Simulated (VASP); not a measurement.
# ErC3 (C2/m) in VASP: further runs, part 2 of 2

VASP 6.6.1.

### Step 3. Single point, PBE

This run uses another cell than the first one, of 14.94 Å³/atom.

INCAR reads:

```
  PREC = Accurate
  ENCUT = 600
  EDIFF = 1E-6
  ISMEAR = 0
  SIGMA = 0.1
  LREAL = F
  LASPH = T
  NELM = 200
  ALGO = Normal
  ISIF = 2
  LWAVE = F
  LCHARG = F
  GGA = PE
  NBANDS = 18
  GGA_COMPAT = F
  LMAXMIX = 6
```

KPOINTS reads:

```
regular mesh
0
Gamma
  12 12 8
```

POSCAR reads:

```
ErC3
1.0
    3.1506884553     -1.8172220590      0.0301699673
    3.1506884553      1.8172220590      0.0301699673
   -2.1537263631      0.0000000000      5.1980019741
Er C
1 3
Direct
    0.0000000000      0.0000000000      0.5000000000
    0.5000000000      0.5000000000      0.0000000000
    0.5838222028      0.5838222028      0.2510245980
    0.4161777972      0.4161777972      0.7489754020
```

Potentials or basis: VASP PAW PBE potentials, release 64 (Er_3, C), 4f in core.

The run is started by

```sh
> cat potpaw_PBE.64/Er_3/POTCAR potpaw_PBE.64/C/POTCAR > POTCAR
> mpirun -np 1 vasp_std > vasp.out
```

OUTCAR:

```text
PREC = Accurate
   ENCUT = 600
   EDIFF = 1E-6
   ISMEAR = 0
   LREAL = F
   LASPH = T
   NELM = 200
   ISIF = 2
   GGA = PE

 ion  position               nearest neighbor table
   1  0.000  0.000  0.500-   3 2.47   4 2.47   3 2.47   3 2.47   4 2.47   4 2.47
   2  0.500  0.500  0.000-   3 1.31   4 1.31
   3  0.584  0.584  0.251-   2 1.31   1 2.47   1 2.47   1 2.47
   4  0.416  0.416  0.749-   2 1.31   1 2.47   1 2.47   1 2.47

  LATTYP: Found a base centered monoclinic cell.
 ALAT       =     6.3016658018
 B/A-ratio  =     0.5767433933
 C/A-ratio  =     0.8928628143
 COS(beta)  =    -0.3739175174

  Lattice vectors:

 A1 = (   3.1506884553,  -1.8172220590,   0.0301699673)
 A2 = (   3.1506884553,   1.8172220590,   0.0301699673)
 A3 = (  -2.1537263631,   0.0000000000,   5.1980019741)

Analysis of symmetry for initial positions (statically):
=====================================================================
 Subroutine PRICEL returns:
 Original cell was already a primitive cell.

 Routine SETGRP: Setting up the symmetry group for a
 base centered monoclinic supercell.

 Subroutine GETGRP returns: Found  4 space group operations
 (whereof  4 operations were pure point group operations)
 out of a pool of  4 trial point group operations.

The static configuration has the point symmetry C_2h.

Analysis of symmetry for dynamics (positions and initial velocities):
=====================================================================
 Subroutine PRICEL returns:
 Original cell was already a primitive cell.

 Routine SETGRP: Setting up the symmetry group for a
 base centered monoclinic supercell.

 Subroutine GETGRP returns: Found  4 space group operations
 (whereof  4 operations were pure point group operations)
 out of a pool of  4 trial point group operations.

The dynamic configuration has the point symmetry C_2h.

 Subroutine INISYM returns: Found  4 space group operations
 (whereof  4 operations are pure point group operations),
 and found     1 'primitive' translations

----------------------------------------------------------------------------------------

                                     Primitive cell

  volume of cell :      59.7585

  direct lattice vectors                    reciprocal lattice vectors
     3.150688455 -1.817222059  0.030169967     0.158068329 -0.275145240  0.065493613
     3.150688455  1.817222059  0.030169967     0.158068329  0.275145240  0.065493613
    -2.153726363  0.000000000  5.198001974    -0.001834904  0.000000000  0.191621343

  length of vectors
     3.637312742  3.637312742  5.626523062     0.324006039  0.324006039  0.191630128

  position of ions in fractional coordinates (direct lattice)
     0.000000000  0.000000000  0.500000000
     0.500000000  0.500000000  0.000000000
     0.583822203  0.583822203  0.251024598
     0.416177797  0.416177797  0.748975402

  ion indices of the primitive-cell ions
   primitive index   ion index
                 1           1
                 2           2
                 3           3
                 4           4

----------------------------------------------------------------------------------------

 KPOINTS: regular mesh

Automatic generation of k-mesh.
 Grid dimensions read from file:
 generate k-points for:   12   12    8

 Generating k-lattice:

  Cartesian coordinates                     Fractional coordinates (reciprocal lattice)
     0.013172361 -0.022928770  0.005457801     0.083333333 -0.000000000  0.000000000
     0.013172361  0.022928770  0.005457801    -0.000000000  0.083333333  0.000000000
    -0.000229363  0.000000000  0.023952668     0.000000000  0.000000000  0.125000000

  Length of vectors
     0.027000503  0.027000503  0.023953766

  Shift w.r.t. Gamma in fractional coordinates (k-lattice)
     0.000000000  0.000000000  0.000000000

 Subroutine IBZKPT returns following result:
 ===========================================

 Found    320 irreducible k-points:

 Following reciprocal coordinates:
            Coordinates               Weight
  0.000000  0.000000  0.000000      1.000000
  0.083333 -0.000000 -0.000000      4.000000
  0.166667  0.000000 -0.000000      4.000000
  0.250000  0.000000 -0.000000      4.000000
  0.333333  0.000000 -0.000000      4.000000
  0.416667  0.000000 -0.000000      4.000000
[... 16 lines left out ...]
  0.500000  0.166667 -0.000000      4.000000
 -0.416667  0.166667  0.000000      4.000000
 [... further k-points ...]
   k-points           NKPTS =    320   k-points in BZ     NKDIM =    320   number of bands    NBANDS=     18
   number of dos      NEDOS =    301   number of ions     NIONS =      4
   total plane-waves  NPLWV =  43200
   dimension x,y,z NGX =    30 NGY =   30 NGZ =   48
   dimension x,y,z NGXF=    60 NGYF=   60 NGZF=   96
   ions per type =               1   3
   NGX,Y,Z   is equivalent  to a cutoff of  13.71, 13.71, 14.18 a.u.
   NGXF,Y,Z  is equivalent  to a cutoff of  27.42, 27.42, 28.36 a.u.
 SYSTEM =  unknown system
   PREC   = accura    normal or accurate (medium, high low for compatibility)
   ISTART =      0    job   : 0-new  1-cont  2-samecut
   ICHARG =      2    charge: 1-file 2-atom 10-const
   ISPIN  =      1    spin polarized calculation?
   LNONCOLLINEAR =      F non collinear calculations
   LSORBIT =      F    spin-orbit coupling
   LASPH  =      T    aspherical Exc in radial PAW
   ENCUT  =  600.0 eV  44.10 Ry    6.64 a.u.   7.26  7.26 11.24*2*pi/ulx,y,z
   NELM   =    200;   NELMIN=  2; NELMDL= -5     # of ELM steps
   EDIFF  = 0.1E-05   stopping-criterion for ELM
   LREAL  =      F    real-space projection
   EDIFFG = 0.1E-04   stopping-criterion for IOM
   NSW    =      0    number of steps for IOM
   IBRION =     -1    ionic relax: 0-MD 1-quasi-New 2-CG
   NFREE  =      0    steps in history (QN), initial steepest desc. (CG)
   ISIF   =      2    stress and relaxation
   ISYM   =      2    0-nonsym 1-usesym 2-fastsym
   POTIM  = 0.5000    time-step for ionic-motion
   TEBEG  =    0.0;   TEEND  =   0.0 temperature during run
   PSTRESS=    0.0 pullay stress
   NELECT =      21.0000    total number of electrons
   NUPDOWN=      -1.0000    fix difference up-down
   EMIN   =  10.00;   EMAX   =-10.00  energy-range for DOS
   EFERMI =   0.00;   METHOD = LEGACY
   ISMEAR =     0;   SIGMA  =   0.10  broadening in eV -4-tet -1-fermi 0-gaus
   EFERMI_NEDOS =   21; number of points for ismear=-14 and -15
   IALGO  =     38    algorithm
   IMIX   =      4    mixing-type and parameters
     AMIX     =   0.40;   BMIX     =  1.00
     AMIX_MAG =   1.60;   BMIX_MAG =  1.00
  volume/ion in A,a.u.               =      14.94       100.82
  Fermi-wavevector in a.u.,A,eV,Ry     =   1.155264  2.183133 18.158824  1.334636
  Thomas-Fermi vector in A             =   2.291894
   LORBIT       =      0    0 simple, 1 ext, 2 COOP (PROOUT), +10 PAW based schemes
   GGA     = PE    functional components
   LHFCALC =     F    Hartree Fock is set to
   AEXX    =    0.0000 exact exchange contribution
   IVDW    =     0    specifies the selected vdW correction
   LEPSILON=     F    determine dielectric tensor
   LRPA    =     F    only Hartree local field effects (RPA)
 non-spin polarized calculation
 Gauss-broadening in eV      SIGMA  =   0.10
  energy-cutoff  :      600.00
  volume of cell :       59.76
 maximum number of plane-waves:      2027
 NGX is ok and might be reduce to    30
   NGX = 15   NGY = 15   NGZ = 23

 number of electron      21.0000000 magnetization

 Free energy of the ion-electron system (eV)
  ---------------------------------------------------
  ext. energy  EPLUGINS =         0.00000000
  ---------------------------------------------------
  free energy    TOTEN  =       -31.17302496 eV

  energy without entropy =      -31.16242941  energy(sigma->0) =      -31.16772719

 E-fermi :   1.9990     XC(G=0):  -9.7739

 val. band max:        1.9957751934   @ k =   0.4167  -0.0000   0.3750
 cond. band min:       2.0030498577   @ k =  -0.4167   0.4167   0.3750
 fundamental gap:      0.0072746643
 Fermi energy:         1.9989638839

 k-point     1 :       0.0000    0.0000    0.0000
  band No.  band energies     occupation
      1     -21.5032      2.00000
      2     -21.2023      2.00000
      3     -21.2014      2.00000
      4     -12.6018      2.00000
      5      -9.1348      2.00000
      6      -4.3494      2.00000
[... 10 lines left out ...]
     17       9.2221      0.00000
     18       9.4453      0.00000
[... 466 lines left out ...]
      2     -21.4152      2.00000
      3     -21.3589      2.00000
      4     -12.1051      2.00000
      5      -9.2180      2.00000
      6      -2.6532      2.00000
[... 10 lines left out ...]
     17      10.4207      0.00000
     18      12.4597      0.00000

 [... further k-points ...]
[... 5 lines left out ...]
  --------------------------------------------------------------------------------------
  -------------------------------------------------------------------------------------
  Total        0.1266550      0.1246561      0.1541398      0.0000000      0.0000000      0.0009560
  in kB        3.3957317      3.3421382      4.1326221      0.0000000      0.0000000      0.0256313
  external PRESSURE =       3.6234973 kB  Pullay stress =       0.0000000 kB

 VOLUME and BASIS-vectors are now :
 -----------------------------------------------------------------------------
  energy-cutoff  :      600.00
  volume of cell :       59.76
      direct lattice vectors                 reciprocal lattice vectors
     3.150688455 -1.817222059  0.030169967     0.158068329 -0.275145240  0.065493613
     3.150688455  1.817222059  0.030169967     0.158068329  0.275145240  0.065493613
    -2.153726363  0.000000000  5.198001974    -0.001834904  0.000000000  0.191621343

 POSITION                                       TOTAL-FORCE (eV/Angst)
 -----------------------------------------------------------------------------------
     -1.07686      0.00000      2.59900         0.000000     -0.000000     -0.000000
      3.15069      0.00000      0.03017        -0.000000      0.000000     -0.000000
      3.13825      0.00000      1.34005        -0.000605     -0.000000      0.010631
      1.00941      0.00000      3.91829         0.000605     -0.000000     -0.010631
 -----------------------------------------------------------------------------------
    total drift:                                0.000000      0.000000      0.000000

  FREE ENERGIE OF THE ION-ELECTRON SYSTEM (eV)
  ---------------------------------------------------
  free  energy   TOTEN  =       -31.1730249626 eV

  energy  without entropy=      -31.1624294136  energy(sigma->0) =      -31.16772719
```

OSZICAR:

```text
N       E                     dE             d eps       ncg     rms          rms(c)
DAV:   1     0.915326844403E+02    0.91533E+02   -0.10370E+04 16876   0.124E+03
DAV:   2    -0.263365662239E+02   -0.11787E+03   -0.11357E+03 19092   0.407E+02
DAV:   3    -0.345329880971E+02   -0.81964E+01   -0.80014E+01 19396   0.113E+02
DAV:   4    -0.346823104273E+02   -0.14932E+00   -0.14835E+00 19638   0.103E+01
DAV:   5    -0.346842907578E+02   -0.19803E-02   -0.19782E-02 17956   0.100E+00    0.250E+01
DAV:   6    -0.314023066585E+02    0.32820E+01   -0.83197E+00 20170   0.188E+01    0.189E+01
DAV:   7    -0.311897213119E+02    0.21259E+00   -0.13593E+00 20096   0.780E+00    0.892E+00
DAV:   8    -0.311753719540E+02    0.14349E-01   -0.24726E-01 21152   0.376E+00    0.768E-01
DAV:   9    -0.311723515820E+02    0.30204E-02   -0.14606E-02 20120   0.936E-01    0.250E-01
DAV:  10    -0.311728286701E+02   -0.47709E-03   -0.35317E-03 20684   0.431E-01    0.195E-01
DAV:  11    -0.311730117699E+02   -0.18310E-03   -0.73094E-04 19262   0.214E-01    0.350E-02
DAV:  12    -0.311730198114E+02   -0.80415E-05   -0.38567E-05 18116   0.416E-02    0.918E-03
DAV:  13    -0.311730251413E+02   -0.53299E-05   -0.11618E-05 16146   0.243E-02    0.821E-03
DAV:  14    -0.311730249626E+02    0.17867E-06   -0.36201E-07  9692   0.576E-03
   1 F= -.31173025E+02 E0= -.31167727E+02  d E =-.105955E-01
```

Run time: 5.4 min. Hardware: 1 thread of Intel Xeon 6975P-C (Granite Rapids), shared host; peak memory 0.5 GiB.

Results:

```
Free energy            : -31.1730 eV
Pressure               : 0.4 GPa
Largest force          : 0.011 eV/Å
Band gap on the k mesh : zero (an odd number of electrons rules out a gap without spin polarisation)
```

Forces in eV/Å, atoms in the order of the input:
```
Er   0.000  0.000  0.000
C    0.000  0.000  0.000
C   -0.001  0.000  0.011
C    0.001  0.000 -0.011
```

Caveat: spin-orbit coupling is left out, which moves the levels of the heavy elements; the 4f electrons are frozen in the core, so they carry no moment and show no levels.

### Step 4. Single point, PBE

This run uses another cell than the first one, of 14.94 Å³/atom.

INCAR reads:

```
SYSTEM = ErC3
PREC = Accurate
ENCUT = 600
EDIFF = 1E-6
ISMEAR = 0
SIGMA = 0.1
LREAL = .FALSE.
LASPH = .TRUE.
NELM = 200
ALGO = Normal
ISIF = 2
LWAVE = .FALSE.
LCHARG = .FALSE.
GGA = PE
NBANDS = 18
GGA_COMPAT = .FALSE.
LMAXMIX = 6
```

KPOINTS reads:

```
regular mesh
0
G
  12 12 8
  0 0 0
```

POSCAR reads:

```
ErC3
1.0
    3.1506226213     -1.8171478958      0.0302262497
    3.1506226213      1.8171478958      0.0302262497
   -2.1535864959      0.0000000000      5.1977920407
Er C
1 3
Direct
    0.0000000000      0.0000000000      0.5000000000
    0.5000000000      0.5000000000      0.0000000000
    0.5838191577      0.5838191577      0.2510214313
    0.4161808423      0.4161808423      0.7489785687
```

The run is started by

```sh
> cat potpaw_PBE.64/Er_3/POTCAR potpaw_PBE.64/C/POTCAR > POTCAR
> mpirun -np 1 vasp_std > vasp.out
```

Run time: 4.8 min. Hardware: 1 thread of Intel Xeon 6975P-C (Granite Rapids), shared host; peak memory 0.5 GiB.

The run converged. Its results:

```
Free energy            : -31.1730 eV
Pressure               : 0.4 GPa
Largest force          : 0.014 eV/Å
Band gap on the k mesh : zero (an odd number of electrons rules out a gap without spin polarisation)
```

Forces in eV/Å, atoms in the order of the input:
```
Er   0.000  0.000  0.000
C    0.000  0.000  0.000
C    0.000  0.000  0.014
C    0.000  0.000 -0.014
```

Stress tensor (GPa, compression positive):
```
0.35 0.00 0.00
0.00 0.34 0.00
0.00 0.00 0.45
```

Levels at points of the mesh, in eV from the Fermi level:
```
           k point  band 8  band 9  band 10  band 11  band 12  band 13  band 14  band 15
(0.00, 0.00, 0.00)   -2.46   -1.90    -0.84    -0.83     3.16     4.53     4.54     6.30
(0.50, 0.00, 0.00)   -3.76   -3.29    -0.08     0.83     1.86     4.17     5.13     6.38
(0.50, 0.50, 0.00)   -2.86   -2.69    -2.00    -0.46     2.72     5.59     6.23     6.47
(0.00, 0.00, 0.50)   -3.10   -3.03     1.45     1.46     2.90     2.91     3.98     5.06
(0.50, 0.00, 0.50)   -2.87   -2.69    -2.00    -0.46     2.73     5.59     6.23     6.47
(0.50, 0.50, 0.50)   -3.75   -3.28    -0.08     0.83     1.85     4.17     5.13     6.37
```

Caveat: spin-orbit coupling is left out, which moves the levels of the heavy elements; the 4f electrons are frozen in the core, so they carry no moment and show no levels. Spin polarisation is off, so any magnetic state and its effect on volume and gap are missing.

### Step 5. Overview

| cell | gap on the mesh (eV) | pressure (GPa) | largest force (eV/Å) |
| --- | --- | --- | --- |
| a = 3.588, b = 3.588, c = 5.601 Å, angles 108.7, 108.7, 59.9°, 4 atoms | none | 3.5 | 0.01 |
| a = 3.637, b = 3.637, c = 5.627 Å, angles 108.9, 108.9, 59.9°, 4 atoms | none | 0.4 | 0.01 |
| a = 3.637, b = 3.637, c = 5.626 Å, angles 108.9, 108.9, 59.9°, 4 atoms | none | 0.4 | 0.01 |

Alike in all rows: task single point; level PBE; potentials or basis VASP PAW PBE potentials, release 64 (Er_3, C), 4f in core; no spin polarisation; k mesh 12 × 12 × 8; cutoff (eV) 600; smearing gaussian 0.1 eV.

Caveats: spin-orbit coupling is left out, which moves the levels of the heavy elements; the 4f electrons are frozen in the core, so they carry no moment and show no levels; the cell stands under pressure (at least some runs).

Absolute energies hang on the potentials; compare differences alone.
